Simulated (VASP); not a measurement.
# Mo (I4/mmm) in VASP: notebook, part 2 of 2

VASP 6.6.1. Earlier steps stand in the parts before.

### Step 3. Single point, PBEsol (strain -0.0250 x Voigt [0, 0, 1, 0, 0, 0])

Contents of INCAR:

```
PREC     = Accurate       # precision mode
ENCUT    = 520            # plane-wave cutoff, eV
EDIFF    = 1E-6           # SCF threshold, eV
ISMEAR   = 0              # smearing method
SIGMA    = 0.15           # smearing width, eV
LREAL    = False          # projectors in reciprocal space
LASPH    = True           # aspherical terms in the spheres
NELM     = 80             # most SCF steps
ALGO     = Fast           # electronic algorithm
ISIF     = 2              # what is computed and relaxed
LWAVE    = False          # write WAVECAR
LCHARG   = False          # write CHGCAR
GGA      = PS             # functional
NBANDS   = 13             # bands
```

Contents of KPOINTS:

```
Automatic mesh
0
Gamma
  22 22 22
```

Contents of POSCAR:

```
Mo
1.0
   -1.5710000000      1.5710000000      1.5317250000
    1.5710000000     -1.5710000000      1.5317250000
    1.5710000000      1.5710000000     -1.5317250000
Mo
1
Direct
    0.0000000000      0.0000000000      0.0000000000
```

Potentials or basis: VASP PAW PBE potentials, release 64 (Mo_sv).

On the command line:

```console
$ cat potpaw_PBE.64/Mo_sv/POTCAR > POTCAR
$ mpirun -np 1 vasp_std > vasp.out
```

OUTCAR:

```text
PREC = Accurate
   ENCUT = 520
   EDIFF = 1E-6
   ISMEAR = 0
   LREAL = False
   LASPH = True
   NELM = 80
   ISIF = 2
   GGA = PS

 ion  position               nearest neighbor table
   1  0.000  0.000  0.000-

  LATTYP: Found a body centered tetragonal cell.
 ALAT       =     3.1420000000
 C/A-ratio  =     0.9750000000

  Lattice vectors:

 A1 = (  -1.5710000000,   1.5710000000,   1.5317250000)
 A2 = (   1.5710000000,  -1.5710000000,   1.5317250000)
 A3 = (   1.5710000000,   1.5710000000,  -1.5317250000)

Analysis of symmetry for initial positions (statically):
=====================================================================
 Subroutine PRICEL returns:
 Original cell was already a primitive cell.

 Routine SETGRP: Setting up the symmetry group for a
 body centered tetragonal supercell.

 Subroutine GETGRP returns: Found 16 space group operations
 (whereof 16 operations were pure point group operations)
 out of a pool of 16 trial point group operations.

The static configuration has the point symmetry D_4h.

Analysis of symmetry for dynamics (positions and initial velocities):
=====================================================================
 Subroutine PRICEL returns:
 Original cell was already a primitive cell.

 Routine SETGRP: Setting up the symmetry group for a
 body centered tetragonal supercell.

 Subroutine GETGRP returns: Found 16 space group operations
 (whereof 16 operations were pure point group operations)
 out of a pool of 16 trial point group operations.

The dynamic configuration has the point symmetry D_4h.

 Subroutine INISYM returns: Found 16 space group operations
 (whereof 16 operations are pure point group operations),
 and found     1 'primitive' translations

----------------------------------------------------------------------------------------

                                     Primitive cell
[... 110 lines left out ...]
  volume/ion in A,a.u.               =      15.12       102.04
  Fermi-wavevector in a.u.,A,eV,Ry     =   1.595584  3.015217 34.638932  2.545890
  Thomas-Fermi vector in A             =   2.693480
   LORBIT       =      0    0 simple, 1 ext, 2 COOP (PROOUT), +10 PAW based schemes
   GGA     = PS    functional components
   LHFCALC =     F    Hartree Fock is set to
   AEXX    =    0.0000 exact exchange contribution
   IVDW    =     0    specifies the selected vdW correction
   LEPSILON=     F    determine dielectric tensor
   LRPA    =     F    only Hartree local field effects (RPA)
 non-spin polarized calculation
 RMM-DIIS sequential band-by-band and
 Gauss-broadening in eV      SIGMA  =   0.15
  energy-cutoff  :      520.00
  volume of cell :       15.12
 maximum number of plane-waves:       422
   NGX =  9   NGY =  9   NGZ =  9

 number of electron      13.9999997 magnetization

 Free energy of the ion-electron system (eV)
  ---------------------------------------------------
  ext. energy  EPLUGINS =         0.00000000
  ---------------------------------------------------
  free energy    TOTEN  =       -11.77064291 eV

  energy without entropy =      -11.76353405  energy(sigma->0) =      -11.76708848

 E-fermi :  12.9972     XC(G=0): -13.7164

 val. band max:       12.9955107261   @ k =   0.4091   0.1364   0.0455
 cond. band min:      12.9982173077   @ k =  -0.2273  -0.3182   0.1818
 fundamental gap:      0.0027065816
 Fermi energy:        12.9972233402

 k-point     1 :       0.0000    0.0000    0.0000
  band No.  band energies     occupation
      1     -48.1906      2.00000
      2     -21.4005      2.00000
      3     -21.4005      2.00000
      4     -21.3888      2.00000
      5       5.6139      2.00000
      6      11.3755      2.00000
      7      11.6849      2.00000
      8      11.6849      2.00000
      9      14.5066      0.00000
     10      14.9093      0.00000
     11      27.7013      0.00000
     12      27.7013      0.00000
     13      28.2061      0.00000
[... 354 lines left out ...]
  band No.  band energies     occupation
      1     -47.8955      2.00000
      2     -22.8831      2.00000
      3     -21.8920      2.00000
      4     -21.4338      2.00000
      5       7.5908      2.00000
      6       9.4351      2.00000
      7      13.8550      0.00000
      8      14.8450      0.00000
      9      15.6153      0.00000
     10      17.7312      0.00000
     11      25.3175      0.00000
     12      25.9038      0.00000
     13      31.1028      0.00000

 [... further k-points ...]
[... 5 lines left out ...]
  --------------------------------------------------------------------------------------
  -------------------------------------------------------------------------------------
  Total        0.1642294      0.1642294      0.9564108      0.0000000      0.0000000      0.0000000
  in kB       17.4007615     17.4007615    101.3355627      0.0000000      0.0000000      0.0000000
  external PRESSURE =      45.3790286 kB  Pullay stress =       0.0000000 kB

 VOLUME and BASIS-vectors are now :
 -----------------------------------------------------------------------------
  energy-cutoff  :      520.00
  volume of cell :       15.12
      direct lattice vectors                 reciprocal lattice vectors
    -1.571000000  1.571000000  1.531725000     0.000000000  0.318268619  0.326429353
     1.571000000 -1.571000000  1.531725000     0.318268619  0.000000000  0.326429353
     1.571000000  1.571000000 -1.531725000     0.318268619  0.318268619  0.000000000

 POSITION                                       TOTAL-FORCE (eV/Angst)
 -----------------------------------------------------------------------------------
      0.00000      0.00000      0.00000        -0.000000      0.000000     -0.000000
 -----------------------------------------------------------------------------------
    total drift:                                0.000000     -0.000000     -0.000000

  FREE ENERGIE OF THE ION-ELECTRON SYSTEM (eV)
  ---------------------------------------------------
  free  energy   TOTEN  =       -11.7706429098 eV

  energy  without entropy=      -11.7635340522  energy(sigma->0) =      -11.76708848
```

Run time: 73 s. Hardware: 1 thread of Intel Xeon Platinum 8488C (Sapphire Rapids), shared host; peak memory 0.25 GiB.

Results:

```
Free energy            : -11.7706 eV
Pressure               : 4.5 GPa
Band gap on the k mesh : zero (band 7 reaches 17.18 eV, above the bottom of band 8 at 11.65 eV)
```

Caveat: the cell differs from its parent crystal (strain -0.0250 x Voigt [0, 0, 1, 0, 0, 0]); the PAW data sets were made with another functional, which shifts forces and pressure a little.
